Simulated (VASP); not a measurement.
A run of VASP 6.6.1:

File INCAR:

```
PREC = Accurate
ENCUT = 600
EDIFF = 1E-7
ISMEAR = -1
SIGMA = 0.05
LREAL = False
LASPH = True
NELM = 80
ALGO = Normal
ISIF = 3
LWAVE = False
LCHARG = False
GGA = PE
IBRION = 2
NSW = 60
EDIFFG = -0.005
```

Contents of KPOINTS:

```
regular mesh
0
Gamma
  16 16 16
```

File POSCAR:

```
Cd
1.0
   -1.7942719145      1.7942719145      1.7942719145
    1.7942719145     -1.7942719145      1.7942719145
    1.7942719145      1.7942719145     -1.7942719145
Cd
1
Direct
    0.0000000000      0.0000000000      0.0000000000
```

Potentials or basis: VASP PAW PBE potentials, release 64 (Cd).

Run with:

```console
$ cat potpaw_PBE.64/Cd/POTCAR > POTCAR
$ mpirun -np 1 vasp_std > vasp.out
```

Hardware: 1 thread of Intel Xeon 8259CL, with other jobs on the host.

**Question.** Estimate the wall time of this run.

**Answer.** It took 75 s on 1 thread of Intel Xeon 8259CL, with other jobs on the host, peak memory 0.2 GiB. Counts: scf iterations 25, k points 145, ion steps 3.
